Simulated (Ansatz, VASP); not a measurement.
# One calculation of HC4, two programs

```
C H
1.0
     4.93140    0.00000    0.00000
    -2.46570    4.27072    0.00000
     0.00000    0.00000   18.00000
C H
8 2
Direct
  0.16667 0.33333 0.22222
  0.16667 0.83333 0.22222
  0.66667 0.33333 0.22222
  0.66667 0.83333 0.22222
  0.33333 0.16667 0.22222
  0.33333 0.66667 0.22222
  0.83333 0.16667 0.22222
  0.83333 0.66667 0.22222
  0.13026 0.13026 0.30056
  0.36974 0.36974 0.30056
```

Alike in both runs: task single point; functional PBE; dispersion D3(BJ); k mesh 6 × 6 × 1; occupations gaussian, width 0.1 eV; no spin polarisation.

|  | VASP | Ansatz |
| --- | --- | --- |
| version | VASP 6.6.1 | Ansatz 0.2.0 |
| potentials or method | VASP PAW PBE potentials, release 64 (C, H), cutoff 520 eV | scalar-relativistic, plane waves, PAW |
| valence electrons in the cell | 34 | 34 |

```csv
,VASP,Ansatz,Ansatz less VASP
gap on the k mesh at the Fermi level (eV),0.14,0.15,+0.006
least direct gap on the mesh (eV),0.87,0.87,+0.001
rms of the force components (eV/Å),1.594,1.594,+0.0004
```

Atom by atom the forces differ by 0.003 eV/Å (rms over components). Ansatz's warnings: structure snapped to symmetry.
